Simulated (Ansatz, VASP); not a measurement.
PbSe in VASP and in Ansatz

INCAR

```
SYSTEM = PbSe
PREC = Accurate
ENCUT = 500
EDIFF = 1E-7
ISMEAR = 0
SIGMA = 0.01
LREAL = .FALSE.
LASPH = .TRUE.
NELM = 120
ALGO = Normal
ISIF = 3
LWAVE = .FALSE.
LCHARG = .FALSE.
GGA = RE
IVDW = 12
IBRION = 2
NSW = 80
EDIFFG = -0.02
GGA_COMPAT = .FALSE.
NELMIN = 4
```

File KPOINTS:

```
regular mesh
0
G
  6 6 6
  0 0 0
```

The input POSCAR:

```
PbSe
1.0
    0.0000000000      3.0606500000      3.0606500000
    3.0606500000      0.0000000000      3.0606500000
    3.0606500000      3.0606500000      0.0000000000
Pb Se
1 1
Direct
    0.0000000000      0.0000000000      0.0000000000
    0.5000000000      0.5000000000      0.5000000000
```

Input for Ansatz:

```yaml
crystal:
  lattice:
    bravais: fcc
    a: 6.1213
  space_group: 225
  atoms:
    - { symbol: Pb, position: [0.0, 0.0, 0.0] }
    - { symbol: Se, position: [0.5, 0.0, 0.0] }
  reduce_to_primitive: true
kpoints:
  mp_grid:
    grid: [6, 6, 6]
hamiltonian:
  xc: revpbe
  dispersion: d3bj
scf:
  convergence:
    dr2_threshold: 1.0e-09
  occupations:
    method: fixed
relax:
  f_tol: 0.02
  cell: {}
```

Alike in both runs: task relaxation of cell and atoms; functional revPBE; dispersion D3(BJ); k mesh 6 × 6 × 6; no spin polarisation.

```csv
,VASP,Ansatz
version,VASP 6.6.1,Ansatz 0.2.0
potentials or method,"VASP PAW PBE potentials, release 64 (Pb_d, Se)","plane waves, PAW"
plane-wave cutoff (eV),500,420
occupations,"gaussian, width 0.01 eV",fixed
valence electrons in the cell,20,30
```

Ansatz gave:

- relaxed volume (Å³/atom): 28.52
- relaxed length of the cell vector where the two differ most in proportion (Å): 4.321

Task: What did VASP give for the same quantities?

Result: Relaxed volume (Å³/atom): 28.46; relaxed length of the cell vector where the two differ most in proportion (Å): 4.318.

VASP's potentials were made for PBE, not for revPBE. VASP's potentials hold 20 valence electrons a cell and Ansatz's 30, so a difference there can come from the potentials and not from the codes. Ansatz's warnings: relaxed geometry near dispersion switch, stress scf threshold loose.

Neither program's run includes spin-orbit coupling.
